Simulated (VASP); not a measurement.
Wanted: the native input for a VASP 6.6.1 run.

```
Task                   : single point
Functional             : PBE
Potentials or basis    : VASP PAW PBE potentials, release 64 (Hg, H, S)
Cutoff                 : 520 eV
k mesh                 : 1 × 1 × 1
Occupations            : gaussian, width 0.01 eV
Spin                   : no spin polarisation
Dipole correction      : no
Further INCAR settings : ALGO = Normal; EDIFF = 1e-06; NBANDS = 20
```

The structure of HgH4S (Hg(H)2(H2S)) lies in POSCAR:

```
HgH4S
1.0
   12.9600000000      0.0000000000      0.0000000000
    0.0000000000     12.6900000000      0.0000000000
    0.0000000000      0.0000000000     10.9500000000
Hg H S
1 4 1
Direct
    0.5330987700      0.5926958200      0.4998703200
    0.6529081800      0.5450528000      0.4998703200
    0.4147175900      0.6450985000      0.4998703200
    0.3472222200      0.3997131600      0.5887817400
    0.3472222200      0.3997131600      0.4109589000
    0.4059560200      0.3546099300      0.4998703200
```

The input as run:

INCAR

```
SYSTEM = HgH4S
ALGO = Normal ; EDIFF = 1E-6
ENCUT = 520 ; GGA = PE
ISIF = 2 ; ISMEAR = 0
LASPH = .True. ; LCHARG = .False.
LREAL = .False. ; LWAVE = .False.
NBANDS = 20 ; NELM = 60
PREC = Accurate ; SIGMA = 0.01
```

KPOINTS

```
k-points
0
Gamma
  1 1 1
  0 0 0
```

Potentials or basis: VASP PAW PBE potentials, release 64 (Hg, H, S).

Launch:

```console
$ cat potpaw_PBE.64/Hg/POTCAR potpaw_PBE.64/H/POTCAR potpaw_PBE.64/S/POTCAR > POTCAR
$ mpirun -np 1 vasp_gam > vasp.out
```

It gave:

```json
{"Largest force": "0.424 eV/Å", "Gap between the frontier levels": "5.16 eV"}
```

Caveat: spin-orbit coupling is left out, which moves the levels of the heavy elements.

It took 3.9 min on 1 thread of AMD EPYC 7R13 (shared host), peak memory 1.2 GiB.
